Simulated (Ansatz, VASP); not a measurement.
NaI in VASP and in Ansatz

```
CELL_PARAMETERS angstrom
0.00000 3.29642 3.29642
3.29642 0.00000 3.29642
3.29642 3.29642 0.00000
ATOMIC_POSITIONS crystal
Na 0.00000 0.00000 0.00000
I 0.50000 0.50000 0.50000
```

Alike in both runs: task single point; functional PBE; k mesh 6 × 6 × 6; no spin polarisation.

|  | VASP | Ansatz |
| --- | --- | --- |
| version | VASP 6.6.1 | Ansatz 0.2.0 |
| potentials or method | VASP PAW PBE potentials, release 64 (Na_pv, I) | plane waves, PAW |
| plane-wave cutoff (eV) | 520 | 420 |
| occupations | gaussian, width 0.01 eV | fixed |
| valence electrons in the cell | 14 | 26 |

```tsv
	VASP	Ansatz	Ansatz less VASP
gap on the k mesh at the Fermi level (eV)	3.50	3.50	+0.003
pressure (GPa)	-0.4	-0.4	-0.01
```

VASP's potentials hold 14 valence electrons a cell and Ansatz's 26, so a difference there can come from the potentials and not from the codes.

Neither program's run includes spin-orbit coupling.
